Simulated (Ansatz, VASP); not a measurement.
**TiCo in VASP and in Ansatz**

```
CELL_PARAMETERS angstrom
2.98611 0.00000 0.00000
0.00000 2.98611 0.00000
0.00000 0.00000 2.98611
ATOMIC_POSITIONS crystal
Ti 0.00000 0.00000 0.00000
Co 0.50000 0.50000 0.50000
```

Alike in both runs: task electric field gradients; functional PBE; k mesh 16 × 16 × 16; occupations gaussian, width 0.05 eV; collinear spin.

|  | VASP | Ansatz |
| --- | --- | --- |
| version | VASP 6.6.1 | Ansatz 0.2.0 |
| potentials or method | VASP PAW PBE potentials, release 64 (Ti_sv, Co), cutoff 520 eV | scalar-relativistic, plane waves, PAW |
| valence electrons in the cell | 21 | 29 |

|  | VASP | Ansatz | Ansatz less VASP |
| --- | --- | --- | --- |
| gap on the k mesh at the Fermi level (eV) | none | none | - |
| pressure (GPa) | -0.4 | 0.0 | +0.46 |
| net moment per atom (μB) | 0.45 | 0.45 | +0.002 |
| size of the moment on the site where the two differ most (μB) | 0.98 | 1.00 | +0.027 |

Site moments also hang on the region over which each program counts them. A gap of «none» marks a metal or a gap that the smearing closes. VASP's potentials hold 21 valence electrons a cell and Ansatz's 29, so a difference there can come from the potentials and not from the codes. Ansatz's warnings: stability check not made.
